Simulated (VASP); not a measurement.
# GaAs (F-43m) in VASP: G0W0 quasiparticle levels with PBE

Aim: the G0W0 quasiparticle levels of GaAs with PBE.

All numbers are computed with VASP 6.6.1; they aren't measurements. Logs are shortened: lines on timing, memory, paths and dates and some standing lists are left out, and cuts for length are marked.

### 1 The cell of the first run

Symmetry: F-43m, No. 216, cubic system. The conventional cell has a = 5.525 Å, b = 5.525 Å, c = 5.525 Å, α = 90.00°, β = 90.00°, γ = 90.00°. Within 3.2 Å of Ga (site symmetry -43m) lie 4 As at 2.39 Å. Within 3.2 Å of As (site symmetry -43m) lie 4 Ga at 2.39 Å.

### 2 G0W0 quasiparticle levels, PBE

POSCAR reads:

```
GaAs
1.0
    0.0000000000      2.7622579668      2.7622579668
    2.7622579668      0.0000000000      2.7622579668
    2.7622579668      2.7622579668      0.0000000000
Ga As
1 1
Direct
    0.0000000000      0.0000000000      0.0000000000
    0.2500000000      0.2500000000      0.2500000000
```

INCAR.step1 reads:

```
SYSTEM = GaAs
ALGO     = Normal         ! electronic algorithm
EDIFF    = 1E-8           ! SCF threshold, eV
ENCUT    = 500            ! plane-wave cutoff, eV
GGA      = PE             ! functional
ISMEAR   = 0              ! smearing method
LASPH    = .TRUE.         ! aspherical terms in the spheres
LCHARG   = .FALSE.        ! write CHGCAR
LREAL    = .FALSE.        ! projectors in reciprocal space
LWAVE    = .TRUE.         ! write WAVECAR
NELM     = 100            ! most SCF steps
PREC     = Accurate       ! precision mode
SIGMA    = 0.01           ! smearing width, eV
```

INCAR.step2 reads:

```
SYSTEM = GaAs
ALGO     = Exact          ! electronic algorithm
EDIFF    = 1E-8           ! SCF threshold, eV
ENCUT    = 500            ! plane-wave cutoff, eV
GGA      = PE             ! functional
ISMEAR   = 0              ! smearing method
ISTART   = 1            
LASPH    = .TRUE.         ! aspherical terms in the spheres
LCHARG   = .FALSE.        ! write CHGCAR
LOPTICS  = .TRUE.         ! frequency-dependent dielectric function
LREAL    = .FALSE.        ! projectors in reciprocal space
LWAVE    = .TRUE.         ! write WAVECAR
NBANDS   = 184            ! bands
NELM     = 1              ! most SCF steps
PREC     = Accurate       ! precision mode
SIGMA    = 0.01           ! smearing width, eV
```

INCAR.step3 reads:

```
SYSTEM = GaAs
ALGO     = EVGW0          ! electronic algorithm
EDIFF    = 1E-8           ! SCF threshold, eV
ENCUT    = 500            ! plane-wave cutoff, eV
ENCUTGW  = 150.0          ! cutoff of the response function
GGA      = PE             ! functional
ISMEAR   = 0              ! smearing method
ISTART   = 1            
LASPH    = .TRUE.         ! aspherical terms in the spheres
LCHARG   = .FALSE.        ! write CHGCAR
LREAL    = .FALSE.        ! projectors in reciprocal space
LWAVE    = .FALSE.        ! write WAVECAR
NBANDS   = 184            ! bands
NBANDSGW = 17           
NELMGW   = 1            
NOMEGA   = 96             ! frequency points
OMEGAMAX = 20           
PREC     = Accurate       ! precision mode
PRECFOCK = Fast         
SIGMA    = 0.01           ! smearing width, eV
```

KPOINTS reads:

```
k-points
0
G
  4 4 4
  0 0 0
```

Potentials or basis: VASP PAW PBE potentials, release 64 (Ga_d_GW, As_GW).

Run with:

```bash
$ cat potpaw_PBE.64/Ga_d_GW/POTCAR potpaw_PBE.64/As_GW/POTCAR > POTCAR
$ cp INCAR.step1 INCAR
$ mpirun -np 1 vasp_std > vasp.out
$ cp INCAR.step2 INCAR
$ mpirun -np 1 vasp_std > vasp.out
$ cp INCAR.step3 INCAR
$ mpirun -np 1 vasp_std > vasp.out
```

OUTCAR:

```text
SYSTEM = GaAs
   EDIFF = 1E-8
   ENCUT = 500
   ENCUTGW = 150.0
   GGA = PE
   ISMEAR = 0
   ISTART = 1
   LASPH = .TRUE.
   LREAL = .FALSE.
   NELMGW = 1
   PREC = Accurate
   PRECFOCK = Fast

 ion  position               nearest neighbor table
   1  0.000  0.000  0.000-   2 2.39   2 2.39   2 2.39   2 2.39
   2  0.250  0.250  0.250-   1 2.39   1 2.39   1 2.39   1 2.39

  LATTYP: Found a face centered cubic cell.
 ALAT       =     5.5245159336

  Lattice vectors:

 A1 = (   0.0000000000,   2.7622579668,   2.7622579668)
 A2 = (   2.7622579668,   0.0000000000,   2.7622579668)
 A3 = (   2.7622579668,   2.7622579668,   0.0000000000)

Analysis of symmetry for initial positions (statically):
=====================================================================
 Subroutine PRICEL returns:
 Original cell was already a primitive cell.

 Routine SETGRP: Setting up the symmetry group for a
 face centered cubic supercell.

 Subroutine GETGRP returns: Found 24 space group operations
 (whereof 24 operations were pure point group operations)
 out of a pool of 48 trial point group operations.

The static configuration has the point symmetry T_d .

Analysis of symmetry for dynamics (positions and initial velocities):
=====================================================================
 Subroutine PRICEL returns:
 Original cell was already a primitive cell.

 Routine SETGRP: Setting up the symmetry group for a
 face centered cubic supercell.

 Subroutine GETGRP returns: Found 24 space group operations
 (whereof 24 operations were pure point group operations)
 out of a pool of 48 trial point group operations.

The dynamic configuration has the point symmetry T_d .

 Subroutine INISYM returns: Found 24 space group operations
 (whereof 24 operations are pure point group operations),
 and found     1 'primitive' translations

----------------------------------------------------------------------------------------

                                     Primitive cell

  volume of cell :      42.1524

  direct lattice vectors                    reciprocal lattice vectors
     0.000000000  2.762257967  2.762257967    -0.181011334  0.181011334  0.181011334
     2.762257967  0.000000000  2.762257967     0.181011334 -0.181011334  0.181011334
     2.762257967  2.762257967  0.000000000     0.181011334  0.181011334 -0.181011334

  length of vectors
     3.906422679  3.906422679  3.906422679     0.313520828  0.313520828  0.313520828

  position of ions in fractional coordinates (direct lattice)
     0.000000000  0.000000000  0.000000000
     0.250000000  0.250000000  0.250000000

  ion indices of the primitive-cell ions
   primitive index   ion index
                 1           1
                 2           2

----------------------------------------------------------------------------------------

 KPOINTS: k-points

Automatic generation of k-mesh.
 Grid dimensions read from file:
 generate k-points for:    4    4    4

 Generating k-lattice:

  Cartesian coordinates                     Fractional coordinates (reciprocal lattice)
    -0.045252834  0.045252834  0.045252834     0.250000000  0.000000000  0.000000000
     0.045252834 -0.045252834  0.045252834     0.000000000  0.250000000  0.000000000
     0.045252834  0.045252834 -0.045252834     0.000000000  0.000000000  0.250000000

  Length of vectors
     0.078380207  0.078380207  0.078380207

  Shift w.r.t. Gamma in fractional coordinates (k-lattice)
     0.000000000  0.000000000  0.000000000

 Subroutine IBZKPT returns following result:
 ===========================================

 Found      8 irreducible k-points:

 Following reciprocal coordinates:
            Coordinates               Weight
  0.000000  0.000000  0.000000      1.000000
  0.250000  0.000000  0.000000      8.000000
  0.500000  0.000000  0.000000      4.000000
  0.250000  0.250000  0.000000      6.000000
  0.500000  0.250000  0.000000     24.000000
 -0.250000  0.250000  0.000000     12.000000
  0.500000  0.500000  0.000000      3.000000
 -0.250000  0.500000  0.250000      6.000000
   k-points           NKPTS =      8   k-points in BZ     NKDIM =     64   number of bands    NBANDS=    184
   number of dos      NEDOS =    301   number of ions     NIONS =      2
   total plane-waves  NPLWV =  21952
   dimension x,y,z NGX =    28 NGY =   28 NGZ =   28
   dimension x,y,z NGXF=    56 NGYF=   56 NGZF=   56
   ions per type =               1   1
   NGX,Y,Z   is equivalent  to a cutoff of  11.92, 11.92, 11.92 a.u.
   NGXF,Y,Z  is equivalent  to a cutoff of  23.83, 23.83, 23.83 a.u.
 SYSTEM =  GaAs
   PREC   = accura    normal or accurate (medium, high low for compatibility)
   ISTART =      1    job   : 0-new  1-cont  2-samecut
   ICHARG =      0    charge: 1-file 2-atom 10-const
   ISPIN  =      1    spin polarized calculation?
   LNONCOLLINEAR =      F non collinear calculations
   LSORBIT =      F    spin-orbit coupling
   LASPH  =      T    aspherical Exc in radial PAW
   ENCUT  =  500.0 eV  36.75 Ry    6.06 a.u.   7.12  7.12  7.12*2*pi/ulx,y,z
   NELM   =     60;   NELMIN=  2; NELMDL=  0     # of ELM steps
   EDIFF  = 0.1E-07   stopping-criterion for ELM
   LREAL  =      F    real-space projection
   EDIFFG = 0.1E-06   stopping-criterion for IOM
   NSW    =      0    number of steps for IOM
   IBRION =     -1    ionic relax: 0-MD 1-quasi-New 2-CG
   NFREE  =      0    steps in history (QN), initial steepest desc. (CG)
   ISIF   =      0    stress and relaxation
   ISYM   =      3    0-nonsym 1-usesym 2-fastsym
   POTIM  = 0.5000    time-step for ionic-motion
   TEBEG  =    0.0;   TEEND  =   0.0 temperature during run
   PSTRESS=    0.0 pullay stress
   NELECT =      18.0000    total number of electrons
   NUPDOWN=      -1.0000    fix difference up-down
   EMIN   =  10.00;   EMAX   =-10.00  energy-range for DOS
   EFERMI =   0.00;   METHOD = LEGACY
   ISMEAR =     0;   SIGMA  =   0.01  broadening in eV -4-tet -1-fermi 0-gaus
   EFERMI_NEDOS =   21; number of points for ismear=-14 and -15
   IALGO  =     38    algorithm
   IMIX   =      4    mixing-type and parameters
     AMIX     =   0.40;   BMIX     =  1.00
     AMIX_MAG =   1.60;   BMIX_MAG =  1.00
  volume/ion in A,a.u.               =      21.08       142.23
  Fermi-wavevector in a.u.,A,eV,Ry     =   1.232797  2.329648 20.677964  1.519787
  Thomas-Fermi vector in A             =   2.367552
   LORBIT       =      0    0 simple, 1 ext, 2 COOP (PROOUT), +10 PAW based schemes
   GGA     = PE    functional components
   LHFCALC =     T    Hartree Fock is set to
   PRECFOCK=fast      Normal, Fast or Accurate (Low or Medium for compatibility)
   ENCUT4O =  -1.0   cutoff for four orbital integrals eV
   NKREDX  =     1    reduce k-point grid by
   NKREDY  =     1    reduce k-point grid by
   NKREDZ  =     1    reduce k-point grid by
   AEXX    =    1.0000 exact exchange contribution
   HFSCREEN=    0.0000 screening length (either q_TF or 0.3 A-1)
   HFSCREENC=   0.0000 screening length for correlation (either q_TF or 0.3 A-1)
   ENCUTFOCK=  -1.0 apply spherical cutoff to Coloumb kernel
   IVDW    =     0    specifies the selected vdW correction
   LEPSILON=     F    determine dielectric tensor
   LRPA    =     F    only Hartree local field effects (RPA)
   LRPAFORCE           =     F    calculate RPA forces
   ENCUTGW             = 150.0    cutoff for response function in eV
   ENCUTGWSOFT         = 120.0    soft cutoff for Coulomb kernel in GW response function in eV
   ENCUTLF             =  -1.0    cutoff for local field effects
   NELMGW              =     1    number of iterations in solving QP/BSE equation
   NELMHF              =     1    number of iterations in the inner HF iteration
   NKREDLFX            =     1    NKREDLFY  =   1   NKREDLFZ  =   1
 non-spin polarized calculation
 Gauss-broadening in eV      SIGMA  =   0.01
  energy-cutoff  :      500.00
  volume of cell :       42.15
 maximum number of plane-waves:      1090
  NGX = 16; NGY = 16; NGZ = 16
   NGX = 15   NGY = 15   NGZ = 15
 maximum number of plane-waves:       190

 QP shifts <psi_nk| G(iteration)W_0 |psi_nk>: iteration 1
 for sc-GW calculations column KS-energies equals QP-energies in previous step
 and V_xc(KS)=  KS-energies - (<T + V_ion + V_H > + <T+V_H+V_ion>^1  + <V_x>^1)

 k-point   1 :       0.0000    0.0000    0.0000
  band No.  KS-energies  QP-energies   sigma(KS)   V_xc(KS)     V^pw_x(r,r')   Z            occupation Imag(sigma)

      1     -10.4275     -12.6954     -25.0132     -21.6857     -34.9995       0.6816       2.0000       0.1772
      2     -10.4275     -12.6954     -25.0132     -21.6857     -34.9995       0.6816       2.0000       0.1772
      3     -10.4275     -12.6954     -25.0132     -21.6857     -34.9995       0.6816       2.0000       0.1772
      4     -10.3311     -12.6296     -25.1678     -21.8070     -35.1344       0.6839       2.0000       0.1476
      5     -10.3311     -12.6296     -25.1678     -21.8070     -35.1344       0.6839       2.0000       0.1476
      6      -8.6856      -9.1649     -11.9835     -11.2333     -18.3437       0.6389       2.0000       0.8981
[... 9 lines left out ...]
     16      14.8105      14.7362     -10.2072     -10.1084      -4.7134       0.7520       0.0000      -0.2696
     17      16.2382      16.0582      -8.2203      -7.9829      -2.3454       0.7581       0.0000      -0.3913

 k-point   2 :       0.2500    0.0000    0.0000
  band No.  KS-energies  QP-energies   sigma(KS)   V_xc(KS)     V^pw_x(r,r')   Z            occupation Imag(sigma)

      1     -10.4850     -12.6829     -24.6069     -21.3663     -34.5148       0.6782       2.0000       0.1982
      2     -10.4134     -12.6793     -25.0424     -21.7120     -35.0321       0.6804       2.0000       0.1747
      3     -10.4134     -12.6793     -25.0424     -21.7120     -35.0321       0.6804       2.0000       0.1747
      4     -10.3310     -12.6337     -25.1672     -21.8078     -35.1368       0.6854       2.0000       0.1471
      5     -10.3310     -12.6337     -25.1672     -21.8078     -35.1368       0.6854       2.0000       0.1471
      6      -7.9165      -8.4501     -12.4762     -11.6907     -18.6795       0.6793       2.0000       0.8596
[... 9 lines left out ...]
     16      13.6542      13.5224      -9.5245      -9.3500      -4.1722       0.7552       0.0000      -0.2465
     17      16.8764      16.8164      -9.1725      -9.0938      -3.0211       0.7629       0.0000      -0.4937

 k-point   3 :       0.5000    0.0000    0.0000
  band No.  KS-energies  QP-energies   sigma(KS)   V_xc(KS)     V^pw_x(r,r')   Z            occupation Imag(sigma)
[... 85 lines left out ...]
      1     -10.5662     -12.7242     -24.3960     -21.2048     -34.2753       0.6762       2.0000       0.2109
      2     -10.3657     -12.6542     -25.1192     -21.7773     -35.1086       0.6848       2.0000       0.1652
      3     -10.3657     -12.6542     -25.1192     -21.7773     -35.1086       0.6848       2.0000       0.1652
      4     -10.3657     -12.6542     -25.1192     -21.7773     -35.1086       0.6848       2.0000       0.1652
      5     -10.3154     -12.6231     -25.1926     -21.8387     -35.1762       0.6881       2.0000       0.1460
      6      -5.8526      -6.3307     -13.2148     -12.5388     -18.7922       0.7073       2.0000       0.6530
[... 9 lines left out ...]
     16      18.2362      18.0834     -10.3736     -10.1716      -4.2339       0.7561       0.0000      -0.5646
     17      18.2362      18.0834     -10.3736     -10.1716      -4.2339       0.7561       0.0000      -0.5646

 k-point   8 :      -0.2500    0.5000    0.2500
  band No.  KS-energies  QP-energies   sigma(KS)   V_xc(KS)     V^pw_x(r,r')   Z            occupation Imag(sigma)

      1     -10.5510     -12.6998     -24.3972     -21.2128     -34.2802       0.6748       2.0000       0.2115
      2     -10.3883     -12.6760     -25.1050     -21.7636     -35.1014       0.6846       2.0000       0.1692
      3     -10.3729     -12.6541     -25.1068     -21.7699     -35.1018       0.6837       2.0000       0.1685
      4     -10.3450     -12.6392     -25.1402     -21.7865     -35.1112       0.6841       2.0000       0.1503
      5     -10.3268     -12.6234     -25.1641     -21.8108     -35.1388       0.6848       2.0000       0.1467
      6      -5.7753      -6.2611     -13.3755     -12.6914     -18.9587       0.7102       2.0000       0.6372
[... 9 lines left out ...]
     16      18.3066      18.2650      -9.8577      -9.8021      -3.5183       0.7487       0.0000      -0.6295
     17      18.6993      18.7120     -10.2621     -10.2794      -3.6753       0.7385       0.0000      -0.6269
```

Wall time 4.8 min (1 thread of AMD EPYC 7R13 (Zen 3), shared host); peak memory 0.46 GiB.

What came out:

```yaml
Quasiparticle_gap: 1.67 eV
Least_direct_quasiparticle_gap: 2.02 eV
Band_gap_of_the_starting_levels_on_the_mesh: 1.04 eV
Least_direct_gap_of_the_starting_levels_on_the_mesh: 1.04 eV
```

Caveat: the k points lie up to 0.49 Å⁻¹ apart; bands, screening cutoff and mesh are small and nothing is extrapolated, so the quasiparticle values aren't converged.
